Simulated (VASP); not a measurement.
Pd: single point with PBEsol

Pd:

```
CELL_PARAMETERS angstrom
0.00000 2.31006 4.86384
1.35513 0.00000 4.86384
1.35513 2.31006 0.00000
ATOMIC_POSITIONS crystal
Pd 0.13127 0.13127 0.86873
Pd 0.86873 0.86873 0.13127
```

| Quantity | Value |
| --- | --- |
| Program | VASP 6.6.1 |
| Task | single point |
| Functional | PBEsol |
| Potentials or basis | VASP PAW PBE potentials, release 64 (Pd) |
| Cutoff | 520 eV |
| k mesh | 22 × 22 × 22 |
| Occupations | gaussian, width 0.1 eV |
| Spin | no spin polarisation |

| Quantity | Value |
| --- | --- |
| Pressure | -0.4 GPa |
| Largest force | 0.004 eV/Å |
| Band gap on the k mesh | zero (bands 10 and 11 overlap by 1.55 eV) |

Forces on the atoms (eV/Å):
```
Pd   0.000  0.000 -0.004
Pd   0.000  0.000  0.004
```

Stress tensor (GPa, compression positive):
```
-0.30  0.00  0.00
 0.00 -0.42  0.00
 0.00  0.00 -0.42
```

Levels at points of the mesh, in eV from the Fermi level:
```tsv
k point	band 7	band 8	band 9	band 10	band 11	band 12	band 13	band 14
(0.00, 0.00, 0.00)	-2.41	-1.44	-1.39	-0.78	-0.25	0.12	5.67	17.81
(0.50, 0.00, 0.00)	-0.85	-0.81	0.16	0.23	2.38	4.17	6.38	10.40
(0.50, 0.50, 0.00)	-2.50	-2.29	-2.11	-1.07	-0.66	0.11	11.01	12.35
(0.50, 0.00, 0.50)	-1.34	0.20	0.28	0.58	0.67	6.61	6.86	6.99
(0.00, 0.50, 0.50)	-1.39	-0.23	0.13	0.36	3.82	4.47	6.59	6.85
```

Wall time 9 min on 1 thread of AMD EPYC 9R45 (Zen 5) (shared host), peak memory 0.68 GiB.

Caveat: the PAW data sets were made with another functional, which shifts forces and pressure a little.
